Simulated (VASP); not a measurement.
# Ge2Sb2Te5 (sol) (P-3m1) in VASP: notebook

The runs below take Ge2Sb2Te5 (sol) through single point, with PBEsol.

Program: VASP 6.6.1. These are calculated values, not measurements. Logs are shortened: lines on timing, memory, paths and dates and some standing lists are left out, and cuts for length are marked.

## Step 1: The cell of the first run

It takes space group P-3m1 (No. 164, trigonal). Conventional cell: a = 4.294 Å, b = 4.294 Å, c = 17.101 Å, α = 90.00°, β = 90.00°, γ = 120.00°. Within 3.9 Å of Ge (site symmetry 3m) lie 6 Te at 3.00 to 3.04 Å. Sb (site symmetry 3m) has 6 Te at 3.01 to 3.20 Å within 4.0 Å. Te (site symmetry -3m) has 6 Ge at 3.04 Å within 4.0 Å. Within 3.9 Å of Te (site symmetry 3m) lie 3 Ge at 3.00 Å and 3 Sb at 3.20 Å. Within 4.0 Å of Te (site symmetry 3m) lie 3 Sb at 3.01 Å and 3 Te at 3.70 Å.

## Step 2: Single point, PBEsol

Contents of INCAR:

```
SYSTEM = Ge2Sb2Te5
PREC = Accurate
ENCUT = 520
EDIFF = 1E-6
ISMEAR = 0
SIGMA = 0.1
LREAL = .FALSE.
LASPH = .TRUE.
NELM = 60
ALGO = Normal
ISIF = 2
LWAVE = .FALSE.
LCHARG = .TRUE.
GGA = PS
LELF = .TRUE.
LVHAR = .TRUE.
NBANDS = 44
```

Contents of KPOINTS:

```
Automatic mesh
0
G
  6 6 1
  0 0 0
```

Contents of POSCAR:

```
Ge2Sb2Te5
1.0
    4.2940644200      0.0000000000      0.0000000000
   -2.1470322100      3.7187688800      0.0000000000
    0.0000000000      0.0000000000     17.1013460000
Ge Sb Te
2 2 5
Direct
    0.3333333300      0.6666666700      0.8971050000
    0.6666666700      0.3333333300      0.1028950000
    0.0000000000      0.0000000000      0.6799320000
    0.0000000000      0.0000000000      0.3200680000
    0.0000000000      0.0000000000      0.0000000000
    0.6666666700      0.3333333300      0.7984580000
    0.3333333300      0.6666666700      0.2015420000
    0.3333333300      0.6666666700      0.5801080000
    0.6666666700      0.3333333300      0.4198920000
```

Potentials or basis: VASP PAW PBE potentials, release 64 (Ge_d, Sb, Te).

Started as:

```console
cat potpaw_PBE.64/Ge_d/POTCAR potpaw_PBE.64/Sb/POTCAR potpaw_PBE.64/Te/POTCAR > POTCAR
mpirun -np 1 vasp_std > vasp.out
```

OUTCAR:

```text
SYSTEM = Ge2Sb2Te5
   PREC = Accurate
   ENCUT = 520
   EDIFF = 1E-6
   ISMEAR = 0
   LREAL = .FALSE.
   LASPH = .TRUE.
   NELM = 60
   ISIF = 2
   GGA = PS

 ion  position               nearest neighbor table
   1  0.333  0.667  0.897-   6 3.00   6 3.00   6 3.00   5 3.04   5 3.04   5 3.04
   2  0.667  0.333  0.103-   7 3.00   7 3.00   7 3.00   5 3.04   5 3.04   5 3.04
   3  0.000  0.000  0.680-   8 3.01   8 3.01   8 3.01   6 3.20   6 3.20   6 3.20
   4  0.000  0.000  0.320-   9 3.01   9 3.01   9 3.01   7 3.20   7 3.20   7 3.20
   5  0.000  0.000  0.000-   1 3.04   2 3.04   2 3.04   1 3.04   2 3.04   1 3.04
   6  0.667  0.333  0.798-   1 3.00   1 3.00   1 3.00   3 3.20   3 3.20   3 3.20
   7  0.333  0.667  0.202-   2 3.00   2 3.00   2 3.00   4 3.20   4 3.20   4 3.20
   8  0.333  0.667  0.580-   3 3.01   3 3.01   3 3.01
   9  0.667  0.333  0.420-   4 3.01   4 3.01   4 3.01

  LATTYP: Found a hexagonal cell.
 ALAT       =     4.2940644200
 C/A-ratio  =     3.9825545980

  Lattice vectors:

 A1 = (   4.2940644200,   0.0000000000,   0.0000000000)
 A2 = (  -2.1470322100,   3.7187688800,   0.0000000000)
 A3 = (   0.0000000000,   0.0000000000,  17.1013460000)

Analysis of symmetry for initial positions (statically):
=====================================================================
 Subroutine PRICEL returns:
 Original cell was already a primitive cell.

 Routine SETGRP: Setting up the symmetry group for a
 hexagonal supercell.

 Subroutine GETGRP returns: Found 12 space group operations
 (whereof 12 operations were pure point group operations)
 out of a pool of 24 trial point group operations.

The static configuration has the point symmetry D_3d.

Analysis of symmetry for dynamics (positions and initial velocities):
=====================================================================
 Subroutine PRICEL returns:
 Original cell was already a primitive cell.

 Routine SETGRP: Setting up the symmetry group for a
 hexagonal supercell.

 Subroutine GETGRP returns: Found 12 space group operations
 (whereof 12 operations were pure point group operations)
 out of a pool of 24 trial point group operations.

The dynamic configuration has the point symmetry D_3d.

 Subroutine INISYM returns: Found 12 space group operations
 (whereof 12 operations are pure point group operations),
 and found     1 'primitive' translations

----------------------------------------------------------------------------------------

                                     Primitive cell

  volume of cell :     273.0851

  direct lattice vectors                    reciprocal lattice vectors
     4.294064420  0.000000000  0.000000000     0.232879599  0.134453099  0.000000000
    -2.147032210  3.718768880  0.000000000     0.000000000  0.268906198  0.000000000
     0.000000000  0.000000000 17.101346000     0.000000000  0.000000000  0.058474929

  length of vectors
     4.294064420  4.294064426 17.101346000     0.268906198  0.268906198  0.058474929

  position of ions in fractional coordinates (direct lattice)
     0.333333330  0.666666670  0.897105000
     0.666666670  0.333333330  0.102895000
     0.000000000  0.000000000  0.679932000
     0.000000000  0.000000000  0.320068000
     0.000000000  0.000000000  0.000000000
     0.666666670  0.333333330  0.798458000
     0.333333330  0.666666670  0.201542000
     0.333333330  0.666666670  0.580108000
     0.666666670  0.333333330  0.419892000

  ion indices of the primitive-cell ions
   primitive index   ion index
                 1           1
                 2           2
                 3           3
                 4           4
                 5           5
                 6           6
                 7           7
                 8           8
                 9           9

----------------------------------------------------------------------------------------

 KPOINTS: Automatic mesh

Automatic generation of k-mesh.
 Grid dimensions read from file:
 generate k-points for:    6    6    1

 Generating k-lattice:

  Cartesian coordinates                     Fractional coordinates (reciprocal lattice)
     0.038813266  0.022408850  0.000000000     0.166666667 -0.000000000  0.000000000
     0.000000000  0.044817700  0.000000000     0.000000000  0.166666667  0.000000000
     0.000000000  0.000000000  0.058474929     0.000000000  0.000000000  1.000000000

  Length of vectors
     0.044817700  0.044817700  0.058474929

  Shift w.r.t. Gamma in fractional coordinates (k-lattice)
     0.000000000  0.000000000  0.000000000

 Subroutine IBZKPT returns following result:
 ===========================================

 Found      7 irreducible k-points:

 Following reciprocal coordinates:
            Coordinates               Weight
  0.000000  0.000000  0.000000      1.000000
  0.166667 -0.000000  0.000000      6.000000
  0.333333  0.000000  0.000000      6.000000
  0.500000  0.000000  0.000000      3.000000
  0.166667  0.166667  0.000000      6.000000
  0.333333  0.166667  0.000000     12.000000
  0.333333  0.333333  0.000000      2.000000
   k-points           NKPTS =      7   k-points in BZ     NKDIM =      7   number of bands    NBANDS=     44
   number of dos      NEDOS =    301   number of ions     NIONS =      9
   total plane-waves  NPLWV = 131072
   dimension x,y,z NGX =    32 NGY =   32 NGZ =  128
   dimension x,y,z NGXF=    64 NGYF=   64 NGZF=  256
   ions per type =               2   2   5
   NGX,Y,Z   is equivalent  to a cutoff of  12.39, 12.39, 12.44 a.u.
   NGXF,Y,Z  is equivalent  to a cutoff of  24.78, 24.78, 24.89 a.u.
 SYSTEM =  Ge2Sb2Te5
   PREC   = accura    normal or accurate (medium, high low for compatibility)
   ISTART =      0    job   : 0-new  1-cont  2-samecut
   ICHARG =      2    charge: 1-file 2-atom 10-const
   ISPIN  =      1    spin polarized calculation?
   LNONCOLLINEAR =      F non collinear calculations
   LSORBIT =      F    spin-orbit coupling
   LASPH  =      T    aspherical Exc in radial PAW
   ENCUT  =  520.0 eV  38.22 Ry    6.18 a.u.   7.98  7.98 31.80*2*pi/ulx,y,z
   NELM   =     60;   NELMIN=  2; NELMDL= -5     # of ELM steps
   EDIFF  = 0.1E-05   stopping-criterion for ELM
   LREAL  =      F    real-space projection
   EDIFFG = 0.1E-04   stopping-criterion for IOM
   NSW    =      0    number of steps for IOM
   IBRION =     -1    ionic relax: 0-MD 1-quasi-New 2-CG
   NFREE  =      0    steps in history (QN), initial steepest desc. (CG)
   ISIF   =      2    stress and relaxation
   ISYM   =      2    0-nonsym 1-usesym 2-fastsym
   POTIM  = 0.5000    time-step for ionic-motion
   TEBEG  =    0.0;   TEEND  =   0.0 temperature during run
   PSTRESS=    0.0 pullay stress
   NELECT =      68.0000    total number of electrons
   NUPDOWN=      -1.0000    fix difference up-down
   EMIN   =  10.00;   EMAX   =-10.00  energy-range for DOS
   EFERMI =   0.00;   METHOD = LEGACY
   ISMEAR =     0;   SIGMA  =   0.10  broadening in eV -4-tet -1-fermi 0-gaus
   EFERMI_NEDOS =   21; number of points for ismear=-14 and -15
   IALGO  =     38    algorithm
   IMIX   =      4    mixing-type and parameters
     AMIX     =   0.40;   BMIX     =  1.00
     AMIX_MAG =   1.60;   BMIX_MAG =  1.00
  volume/ion in A,a.u.               =      30.34       204.76
  Fermi-wavevector in a.u.,A,eV,Ry     =   1.029940  1.946304 14.432730  1.060776
  Thomas-Fermi vector in A             =   2.164013
   LORBIT       =      0    0 simple, 1 ext, 2 COOP (PROOUT), +10 PAW based schemes
   GGA     = PS    functional components
   LHFCALC =     F    Hartree Fock is set to
   AEXX    =    0.0000 exact exchange contribution
   IVDW    =     0    specifies the selected vdW correction
   LEPSILON=     F    determine dielectric tensor
   LRPA    =     F    only Hartree local field effects (RPA)
 non-spin polarized calculation
 Gauss-broadening in eV      SIGMA  =   0.10
  energy-cutoff  :      520.00
  volume of cell :      273.09
 maximum number of plane-waves:      7390
 NGX is ok and might be reduce to    32
   NGX = 15   NGY = 15   NGZ = 63

 number of electron      67.9999999 magnetization

 Free energy of the ion-electron system (eV)
  ---------------------------------------------------
  ext. energy  EPLUGINS =         0.00000000
  ---------------------------------------------------
  free energy    TOTEN  =       -37.53772246 eV

  energy without entropy =      -37.53686962  energy(sigma->0) =      -37.53729604

 E-fermi :   6.1969     XC(G=0):  -9.5771

 val. band max:        6.0786939225   @ k =   0.0000   0.0000   0.0000
 cond. band min:       6.3485589713   @ k =   0.0000   0.0000   0.0000
 fundamental gap:      0.2698650488
 Fermi energy:         6.1969311357

 k-point     1 :       0.0000    0.0000    0.0000
  band No.  band energies     occupation
      1     -18.8005      2.00000
      2     -18.8005      2.00000
      3     -18.7999      2.00000
      4     -18.7999      2.00000
      5     -18.7953      2.00000
      6     -18.7951      2.00000
[... 36 lines left out ...]
     43       7.6931      0.00000
     44       8.7682      0.00000

 k-point     2 :       0.1667   -0.0000    0.0000
  band No.  band energies     occupation
      1     -18.8012      2.00000
      2     -18.8003      2.00000
      3     -18.8003      2.00000
      4     -18.7996      2.00000
      5     -18.7954      2.00000
      6     -18.7950      2.00000
[... 36 lines left out ...]
     43       8.7693      0.00000
     44       9.1289      0.00000

 k-point     3 :       0.3333    0.0000    0.0000
  band No.  band energies     occupation
      1     -18.8024      2.00000
      2     -18.8012      2.00000
      3     -18.8001      2.00000
      4     -18.7991      2.00000
      5     -18.7957      2.00000
      6     -18.7948      2.00000
[... 177 lines left out ...]
     43       9.5050      0.00000
     44      10.0667      0.00000

 k-point     7 :       0.3333    0.3333    0.0000
  band No.  band energies     occupation
      1     -18.8018      2.00000
      2     -18.8011      2.00000
      3     -18.8011      2.00000
      4     -18.7998      2.00000
      5     -18.7945      2.00000
      6     -18.7945      2.00000
[... 36 lines left out ...]
     43       9.6891      0.00000
     44      11.1528      0.00000

------------------------ aborting loop because EDIFF is reached ----------------------------------------

  FORCE on cell =-STRESS in cart. coord.  units (eV):
  Direction    XX          YY          ZZ          XY          YZ          ZX
  --------------------------------------------------------------------------------------
  -------------------------------------------------------------------------------------
  Total       -4.2052716     -4.2052716     -4.1458151     -0.0000000     -0.0000000      0.0000000
  in kB      -24.6721271    -24.6721272    -24.3232988     -0.0000000     -0.0000000      0.0000000
  external PRESSURE =     -24.5558510 kB  Pullay stress =       0.0000000 kB

 VOLUME and BASIS-vectors are now :
 -----------------------------------------------------------------------------
  energy-cutoff  :      520.00
  volume of cell :      273.09
      direct lattice vectors                 reciprocal lattice vectors
     4.294064420  0.000000000  0.000000000     0.232879599  0.134453099  0.000000000
    -2.147032210  3.718768880  0.000000000     0.000000000  0.268906198  0.000000000
     0.000000000  0.000000000 17.101346000     0.000000000  0.000000000  0.058474929

 POSITION                                       TOTAL-FORCE (eV/Angst)
 -----------------------------------------------------------------------------------
     -0.00000      2.47918     15.34170        -0.000000      0.000000      0.046916
      2.14703      1.23959      1.75964         0.000000      0.000000     -0.046916
      0.00000      0.00000     11.62775         0.000000      0.000000      0.062292
      0.00000      0.00000      5.47359         0.000000     -0.000000     -0.062292
      0.00000      0.00000      0.00000         0.000000      0.000000      0.000000
      2.14703      1.23959     13.65471        -0.000000      0.000000      0.080620
     -0.00000      2.47918      3.44664         0.000000     -0.000000     -0.080620
     -0.00000      2.47918      9.92063         0.000000     -0.000000      0.103497
      2.14703      1.23959      7.18072        -0.000000      0.000000     -0.103497
 -----------------------------------------------------------------------------------
    total drift:                               -0.000000      0.000000      0.000000

  FREE ENERGIE OF THE ION-ELECTRON SYSTEM (eV)
  ---------------------------------------------------
  free  energy   TOTEN  =       -37.5377224592 eV

  energy  without entropy=      -37.5368696176  energy(sigma->0) =      -37.53729604
```

Wall time 4.6 min (1 thread of AMD EPYC 7R13, shared host); peak memory 0.35 GiB.

Results:

```
Free energy            : -37.5377 eV
Pressure               : -2.5 GPa
Largest force          : 0.103 eV/Å
Band gap on the k mesh : 0.27 eV, direct
```

Forces in eV/Å, atoms in the order of the input:
```
Ge   0.000  0.000  0.047
Ge   0.000  0.000 -0.047
Sb   0.000  0.000  0.062
Sb   0.000  0.000 -0.062
Te   0.000  0.000  0.000
Te   0.000  0.000  0.081
Te   0.000  0.000 -0.081
Te   0.000  0.000  0.103
Te   0.000  0.000 -0.103
```

Caveat: the PAW data sets were made with another functional, which shifts forces and pressure a little; spin-orbit coupling is left out, which moves the levels of the heavy elements. A k mesh can miss the band edges.

## Step 3: Single point, PBEsol

This run uses another cell than the first one, of 28.97 Å³/atom, 0.955 times its volume.

Contents of INCAR:

```
ALGO = Normal ; EDIFF = 1E-7
ENCUT = 520 ; GGA = PS
ISIF = 2 ; ISMEAR = 0
LASPH = True ; LCHARG = False
LREAL = False ; LWAVE = False
NBANDS = 44 ; NELM = 60
PREC = Accurate ; SIGMA = 0.01
```

Contents of KPOINTS:

```
k-points
0
Gamma
  9 9 2
```

Contents of POSCAR:

```
Ge2Sb2Te5
1.0
    4.2235538215      0.0000000000      0.0000000000
   -2.1117769108      3.6577049037      0.0000000000
    0.0000000000      0.0000000000     16.8782952022
Ge Sb Te
2 2 5
Direct
    0.3333333333      0.6666666667      0.8996932408
    0.6666666667      0.3333333333      0.1003067592
    0.0000000000      0.0000000000      0.6830413897
    0.0000000000      0.0000000000      0.3169586103
    0.0000000000      0.0000000000      0.0000000000
    0.6666666667      0.3333333333      0.8015057248
    0.3333333333      0.6666666667      0.1984942752
    0.3333333333      0.6666666667      0.5810770543
    0.6666666667      0.3333333333      0.4189229457
```

Potentials or basis: VASP PAW PBE potentials, release 64 (Ge_d, Sb, Te).

Started as:

```console
cat potpaw_PBE.64/Ge_d/POTCAR potpaw_PBE.64/Sb/POTCAR potpaw_PBE.64/Te/POTCAR > POTCAR
mpirun -np 1 vasp_std > vasp.out
```

Run time: 17 min. Hardware: 1 thread of AMD EPYC 7R13, shared host; peak memory 0.46 GiB.

Results (log left out):

* Free energy: -37.6042 eV
* Pressure: 0.1 GPa
* Largest force: 0.033 eV/Å
* Band gap on the k mesh: 0.14 eV, direct

Forces in eV/Å, atoms in the order of the input:
```
Ge   0.000  0.000 -0.001
Ge   0.000  0.000  0.001
Sb   0.000  0.000  0.031
Sb   0.000  0.000 -0.031
Te   0.000  0.000  0.000
Te   0.000  0.000 -0.005
Te   0.000  0.000  0.005
Te   0.000  0.000 -0.033
Te   0.000  0.000  0.033
```

Levels at points of the mesh, in eV from the valence-band top:
```
           k point  band 31  band 32  band 33  band 34  band 35  band 36  band 37  band 38
(0.00, 0.00, 0.00)    -1.42    -1.14    -0.85     0.00     0.14     0.14     0.21     0.86
(0.00, 0.00, 0.50)    -1.54    -1.44    -0.72    -0.18     0.35     0.35     0.50     0.51
```

Caveat: the PAW data sets were made with another functional, which shifts forces and pressure a little; spin-orbit coupling is left out, which moves the levels of the heavy elements. A k mesh can miss the band edges.
